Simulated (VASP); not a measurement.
**Al3BiO3: relaxation of cell and atoms with PBE**

The system is Al3BiO3.

```xyz
7
Lattice="3.2800 1.8937 2.6800 -3.2800 1.8937 2.6800 0.0000 -3.7874 2.6800" Properties=species:S:1:pos:R:3 pbc="T T T"
Al    1.6397   -0.9467    2.6803
Al   -1.6397   -0.9467    2.6803
Al    0.0000    1.8933    2.6803
Bi    0.0000    0.0000    6.0300
O     0.0000   -1.8941    3.3503
O    -1.6403    0.9470    3.3503
O     1.6403    0.9470    3.3503
```

```
Program                : VASP 6.6.1
Task                   : relaxation of cell and atoms
Functional             : PBE
Potentials or basis    : VASP PAW PBE potentials, release 64 (Al, Bi_d, O)
Cutoff                 : 600 eV
k mesh                 : 3 × 3 × 3
Occupations            : gaussian, width 0.15 eV
Spin                   : no spin polarisation
Dipole correction      : no
Further INCAR settings : ALGO = Normal; EDIFF = 1e-07; IBRION = 2; EDIFFG = -0.08; NSW = 36; ISIF = 3
```

The relaxed volume is 15.06 Å³/atom, the relaxed cell is a = 4.829 Å, b = 4.829 Å, c = 4.829 Å, α = 101.01°, β = 101.01°, γ = 101.01° and the space group after relaxing (to 0.05 Å) is R3m (No. 160). The energy gained by relaxing is 1692.6 meV/atom and the ionic steps are 20. The pressure after relaxing is 0.0 GPa. The largest force after relaxing is 0.043 eV/Å and the band gap on the k mesh is 0.74 eV, indirect (least direct gap 0.80 eV).

Forces in eV/Å, atoms in the order of the input:
```
Al  -0.028  0.016 -0.028
Al   0.028  0.016 -0.028
Al   0.000 -0.032 -0.028
Bi   0.000  0.000 -0.009
O    0.000 -0.015  0.031
O   -0.013  0.008  0.031
O    0.013  0.008  0.031
```

Stress tensor (GPa, compression positive):
```
-0.14  0.00  0.00
 0.00 -0.14  0.00
 0.00  0.00  0.33
```

The path:
```tsv
step	energy change (eV)	largest force (eV/Å)	pressure (GPa)	volume (Å³)
1	0.0000	14.7379	34.60	99.88
2	-5.8140	1.9779	-15.97	149.31
3	-8.8029	1.6251	-9.73	121.44
4	-8.8266	1.6509	-9.26	120.68
5	-8.8570	1.7459	-7.38	118.04
6	-9.6490	1.3377	1.26	107.58
7	-9.7321	1.2969	6.26	103.40
8	-10.3865	1.2367	3.44	105.90
9	-11.0735	2.1698	-0.06	112.69
10	-11.1552	1.8928	0.40	110.82
11	-11.4889	0.8868	-4.59	113.40
12	-11.4897	0.8754	-4.74	113.49
13	-11.6903	0.8134	-1.08	108.04
14	-11.7150	0.7599	1.33	105.29
15	-11.7970	0.2270	1.28	104.87
16	-11.8191	0.3232	1.33	104.50
17	-11.8366	0.2673	-0.93	106.31
18	-11.8368	0.2683	-0.75	106.15
19	-11.8463	0.1104	-0.28	105.72
20	-11.8480	0.0425	0.02	105.45
```

Final structure:
```xyz
7
Lattice="3.7266 2.1515 2.1919 -3.7266 2.1515 2.1919 0.0000 -4.3031 2.1919" Properties=species:S:1:pos:R:3 pbc="T T T"
Al    1.6429   -0.9485    2.0834
Al   -1.6429   -0.9485    2.0834
Al    0.0000    1.8971    2.0834
Bi    0.0000    0.0000    5.7234
O     0.0000   -1.6259    2.5850
O    -1.4081    0.8130    2.5850
O     1.4081    0.8130    2.5850
```

Levels at points of the mesh, in eV from the valence-band top:
```
           k point  band 17  band 18  band 19  band 20  band 21  band 22  band 23  band 24  band 25
(0.00, 0.00, 0.00)    -4.13    -4.13    -0.29    -0.06    -0.06     0.74     2.74     2.74     5.52
```

Run time: 5.6 min on 1 thread of Intel(R) Xeon(R) Platinum 8488C (Sapphire Rapids), with other jobs on the host, peak memory 0.26 GiB.

Caveat: the k points lie up to 0.45 Å⁻¹ apart in the final cell; spin-orbit coupling is left out, which moves the levels of the heavy elements; the relaxation stopped at a loose force limit of 0.08 eV/Å, so its end isn't a converged minimum. A hybrid or GW would open this gap; PBE tends to underestimate it.
